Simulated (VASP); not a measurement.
# Cd (R-3m) in VASP: a series of runs, part 2 of 2

VASP 6.6.1. The steps go on from the part before.

**3. Single point, LDA**

This run uses another cell than the first one, of 22.82 Å³/atom, 1.030 times its volume.

Input file INCAR:

```
SYSTEM = Cd
ALGO = Normal
EDIFF = 1E-6
ENCUT = 520
GGA = CA
ISIF = 2
ISMEAR = -1
LASPH = .TRUE.
LCHARG = .FALSE.
LREAL = .FALSE.
LWAVE = .FALSE.
NBANDS = 12
NELM = 80
PREC = Accurate
SIGMA = 0.02
```

Input file KPOINTS:

```
k-points
0
G
  9 9 9
  0 0 0
```

Input file POSCAR:

```
Cd
1.0
    1.6291898549      0.9406131987      2.4815185721
   -1.6291898549      0.9406131987      2.4815185721
    0.0000000000     -1.8812264074      2.4815185721
Cd
1
Direct
    0.0000000000      0.0000000000      0.0000000000
```

Potentials or basis: VASP PAW LDA potentials, release 64 (Cd).

Launch:

```sh
cat potpaw_LDA.64/Cd/POTCAR > POTCAR
mpirun -np 1 vasp_std > vasp.out
```

OUTCAR:

```text
SYSTEM = Cd
   EDIFF = 1E-6
   ENCUT = 520
   GGA = CA
   ISIF = 2
   ISMEAR = -1
   LASPH = .TRUE.
   LREAL = .FALSE.
   NELM = 80
   PREC = Accurate

 ion  position               nearest neighbor table
   1  0.000  0.000  0.000-

  LATTYP: Found a trigonal (rhomboedric) cell.
 ALAT       =     3.1139921639
 COS(alpha) =     0.4525576907

  Lattice vectors:

 A1 = (   1.6291898549,   0.9406131987,   2.4815185721)
 A2 = (  -1.6291898549,   0.9406131987,   2.4815185721)
 A3 = (   0.0000000000,  -1.8812264074,   2.4815185721)

[... 529 lines left out ...]
      5      -5.8419      2.00000
      6       0.5111      2.00000
      7       4.6849      0.00000
      8       8.2754      0.00000
      9       9.7426      0.00000
     10      12.4299      0.00000
     11      13.9048      0.00000
     12      27.9687      0.00000

 [... further k-points ...]
[... 5 lines left out ...]
  --------------------------------------------------------------------------------------
  -------------------------------------------------------------------------------------
  Total       -0.7573182     -0.7573182     -0.9412915      0.0000000      0.0000000      0.0000000
  in kB      -53.1786681    -53.1786682    -66.0972171      0.0000000      0.0000001      0.0000000
  external PRESSURE =     -57.4848511 kB  Pullay stress =       0.0000000 kB

 VOLUME and BASIS-vectors are now :
 -----------------------------------------------------------------------------
  energy-cutoff  :      520.00
  volume of cell :       22.82
      direct lattice vectors                 reciprocal lattice vectors
     1.629189855  0.940613199  2.481518572     0.306901003  0.177189376  0.134326351
    -1.629189855  0.940613199  2.481518572    -0.306901003  0.177189376  0.134326351
     0.000000000 -1.881226407  2.481518572     0.000000000 -0.354378753  0.134326350

 POSITION                                       TOTAL-FORCE (eV/Angst)
 -----------------------------------------------------------------------------------
      0.00000      0.00000      0.00000        -0.000000     -0.000000      0.000000
 -----------------------------------------------------------------------------------
    total drift:                                0.000000     -0.000000      0.000000

  FREE ENERGIE OF THE ION-ELECTRON SYSTEM (eV)
  ---------------------------------------------------
  free  energy   TOTEN  =        -1.4484426249 eV

  energy  without entropy=       -1.4482581947  energy(sigma->0) =       -1.44835041
```

OSZICAR:

```text
N       E                     dE             d eps       ncg     rms          rms(c)
DAV:   1     0.714353595379E+02    0.71435E+02   -0.70185E+03  2160   0.995E+02
DAV:   2    -0.201462793913E+00   -0.71637E+02   -0.67829E+02  2232   0.237E+02
DAV:   3    -0.150962247684E+01   -0.13082E+01   -0.13075E+01  2392   0.362E+01
DAV:   4    -0.151137115150E+01   -0.17487E-02   -0.17486E-02  2348   0.131E+00
DAV:   5    -0.151137572601E+01   -0.45745E-05   -0.45747E-05  2368   0.675E-02    0.272E+00
DAV:   6    -0.145540838256E+01    0.55967E-01   -0.13571E-01  2428   0.463E+00    0.225E+00
DAV:   7    -0.144958206301E+01    0.58263E-02   -0.94831E-03  2424   0.905E-01    0.115E+00
DAV:   8    -0.144843487560E+01    0.11472E-02   -0.13145E-03  2220   0.492E-01    0.481E-02
DAV:   9    -0.144844150063E+01   -0.66250E-05   -0.38956E-06  2496   0.166E-02    0.114E-02
DAV:  10    -0.144844262599E+01   -0.11254E-05   -0.11443E-06  1392   0.146E-02    0.688E-04
DAV:  11    -0.144844262489E+01    0.11009E-08   -0.15030E-08  1192   0.135E-03
   1 F= -.14484426E+01 E0= -.14483504E+01  d E =-.184430E-03
```

It took 9.8 s on 1 thread of Intel Xeon Platinum 8488C (Sapphire Rapids), shared host; peak memory 0.13 GiB.

What came out:

- Free energy: -1.4484 eV
- Pressure: -5.7 GPa
- Band gap on the k mesh: zero (band 6 reaches 2.95 eV, above the bottom of band 7 at 0.96 eV)

Stress tensor (GPa, compression positive):
```
-5.32  0.00  0.00
 0.00 -5.32  0.00
 0.00  0.00 -6.61
```

Levels at points of the mesh, in eV from the Fermi level:
```csv
k point,band 2,band 3,band 4,band 5,band 6,band 7,band 8,band 9,band 10,band 11
"(0.00, 0.00, 0.00)",-9.09,-8.89,-8.56,-8.56,-8.52,13.33,13.64,13.64,16.47,17.19
```

**4. Single point, LDA**

This run uses another cell than the first one, of 23.47 Å³/atom, 1.059 times its volume.

Input file INCAR:

```
SYSTEM = Cd
ALGO     = Normal         ! electronic algorithm
EDIFF    = 1E-6           ! SCF threshold, eV
ENCUT    = 520            ! plane-wave cutoff, eV
ISIF     = 2              ! what is computed and relaxed
ISMEAR   = -1             ! smearing method
LASPH    = .TRUE.         ! aspherical terms in the spheres
LCHARG   = .FALSE.        ! write CHGCAR
LREAL    = .FALSE.        ! projectors in reciprocal space
LWAVE    = .FALSE.        ! write WAVECAR
NBANDS   = 12             ! bands
NELM     = 100            ! most SCF steps
PREC     = Accurate       ! precision mode
SIGMA    = 0.02           ! smearing width, eV
```

KPOINTS is that of step 3.

Input file POSCAR:

```
Cd
1.0
    1.6447068827      0.9495719588      2.5051535048
   -1.6447068827      0.9495719588      2.5051535048
    0.0000000000     -1.8991439278      2.5051535048
Cd
1
Direct
    0.0000000000      0.0000000000      0.0000000000
```

Launch:

```sh
cat potpaw_LDA.64/Cd/POTCAR > POTCAR
mpirun -np 1 vasp_std > vasp.out
```

Run time: 8.7 s. Hardware: 1 thread of Intel Xeon Platinum 8488C (Sapphire Rapids), shared host; peak memory 0.13 GiB.

It converged, with:

- Free energy: -1.4231 eV
- Pressure: -6.6 GPa
- Band gap on the k mesh: zero (band 6 reaches 2.77 eV, above the bottom of band 7 at 0.77 eV)

Stress tensor (GPa, compression positive):
```
-6.10  0.00  0.00
 0.00 -6.10  0.00
 0.00  0.00 -7.56
```

Levels at points of the mesh, in eV from the Fermi level:
```
           k point  band 4  band 5  band 6  band 7  band 8  band 9
(0.00, 0.00, 0.00)   -8.52   -8.52   -8.32   13.20   13.37   13.37
```

**5. Summary**

| cell | gap on the mesh (eV) | pressure (GPa) |
| --- | --- | --- |
| a = 3.084 Å, angles 63.1°, 1 atom | none | -4.7 |
| a = 3.114 Å, angles 63.1°, 1 atom | none | -5.7 |
| a = 3.144 Å, angles 63.1°, 1 atom | none | -6.6 |

Alike in all rows: task single point; level LDA; potentials or basis VASP PAW LDA potentials, release 64 (Cd); no spin polarisation; k mesh 9 × 9 × 9; cutoff (eV) 520; smearing fermi-dirac 0.02 eV.

Absolute energies hang on the potentials; compare differences alone.
